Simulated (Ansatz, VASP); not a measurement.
Sn in VASP and in Ansatz

```
CELL_PARAMETERS angstrom
4.58997 0.00000 0.00000
-2.29499 3.97503 0.00000
0.00000 0.00000 23.43232
ATOMIC_POSITIONS crystal
Sn 0.33333 0.66667 0.32007
Sn 0.00000 0.00000 0.36006
Sn 0.00000 0.00000 0.48001
Sn 0.66667 0.33333 0.51999
Sn 0.66667 0.33333 0.63994
Sn 0.33333 0.66667 0.67993
```

Alike in both runs: task single point; functional PBE; k mesh 7 × 7 × 1; occupations fermi-dirac, width 0.05 eV; no spin polarisation.

|  | VASP | Ansatz |
| --- | --- | --- |
| version | VASP 6.6.1 | Ansatz 0.2.0 |
| potentials or method | VASP PAW PBE potentials, release 64 (Sn_d) | Ansatz PAW |
| plane-wave cutoff (eV) | 400 | 420 |
| valence electrons in the cell | 84 | 84 |

```tsv
	VASP	Ansatz	Ansatz less VASP
gap on the k mesh at the Fermi level (eV)	none	none	-
rms of the force components (eV/Å)	0.152	0.152	-0.0003
```

Atom by atom the forces differ by 0.001 eV/Å (rms over components). A gap of «none» marks a metal or a gap that the smearing closes.
